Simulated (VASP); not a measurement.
Input of a VASP 6.6.1 run:

INCAR

```
PREC = Accurate
ENCUT = 520
EDIFF = 1E-6
ISMEAR = -1
SIGMA = 0.1
LREAL = False
LASPH = True
NELM = 80
ALGO = Normal
ISIF = 2
LWAVE = False
LCHARG = False
GGA = B5
ALDAX = 1.0
AGGAX = 1.0
AGGAC = 1.0
ALDAC = 0.0
NBANDS = 8
```

File KPOINTS:

```
regular mesh
0
Gamma
  20 20 20
```

File POSCAR:

```
C
1.0
   -1.1983468001      1.1983468001      1.1983468001
    1.1983468001     -1.1983468001      1.1983468001
    1.1983468001      1.1983468001     -1.1983468001
C
1
Direct
    0.0000000000      0.0000000000      0.0000000000
```

Potentials or basis: VASP PAW PBE potentials, release 64 (C).

Launch:

```bash
$ cat potpaw_PBE.64/C/POTCAR > POTCAR
$ mpirun -np 1 vasp_std > vasp.out
```

Task: What does it give for the band gap on the k mesh?

Result: Zero (band 2 reaches 16.95 eV, above the bottom of band 3 at 3.76 eV).

Task: Predict the pressure.

Result: 13.2 GPa.

Caveat: the PAW data sets were made with another functional, which shifts forces and pressure a little.
